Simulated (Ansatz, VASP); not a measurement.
TiC in VASP and in Ansatz

```
CELL_PARAMETERS angstrom
0.00000 2.13154 2.19646
2.13154 0.00000 2.19646
2.13154 2.13154 0.00000
ATOMIC_POSITIONS crystal
Ti 0.00000 0.00000 0.00000
C 0.50000 0.50000 0.50000
```

Change from the starting cell: strain -0.015 along x and y, +0.015 along z, atoms carried along.

Alike in both runs: task single point; functional r2SCAN; k mesh 18 × 18 × 18; occupations gaussian, width 0.15 eV; no spin polarisation.

|  | VASP | Ansatz |
| --- | --- | --- |
| version | VASP 6.6.1 | Ansatz 0.2.0 |
| potentials or method | VASP PAW PBE potentials, release 64 (Ti_sv, C), cutoff 520 eV | scalar-relativistic, plane waves, PAW |
| valence electrons in the cell | 16 | 16 |

```tsv
	VASP	Ansatz	Ansatz less VASP
gap on the k mesh at the Fermi level (eV)	none	none	-
pressure (GPa)	5.6	4.6	-1.00
traceless stress, the component that is largest in VASP (GPa)	-8.31	-8.20	+0.110
```

VASP's potentials were made for PBE, not for r2SCAN. A gap of «none» marks a metal or a gap that the smearing closes.
